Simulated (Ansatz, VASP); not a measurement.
## HgSe: VASP beside Ansatz

```xyz
2
Lattice="0.0000 2.9950 2.9950 2.9950 0.0000 2.9950 2.9950 2.9950 0.0000" Properties=species:S:1:pos:R:3 pbc="T T T"
Hg    0.0000    0.0000    0.0000
Se    4.4925    4.4925    4.4925
```

Change from the starting cell: volume scaled by 0.96.

Alike in both runs: task single point; functional PBE; k mesh 9 × 9 × 9; occupations fermi-dirac, width 0.02 eV; no spin polarisation.

|  | VASP | Ansatz |
| --- | --- | --- |
| version | VASP 6.6.1 | Ansatz 0.2.0 |
| potentials or method | VASP PAW PBE potentials, release 64 (Hg, Se), cutoff 500 eV | all-electron LAPW, scalar-relativistic |

```csv
,VASP,Ansatz,Ansatz less VASP
pressure (GPa),8.2,7.9,-0.38
```

Ansatz ran all-electron here, and VASP with PAW potentials.

Spin-orbit coupling is off throughout.
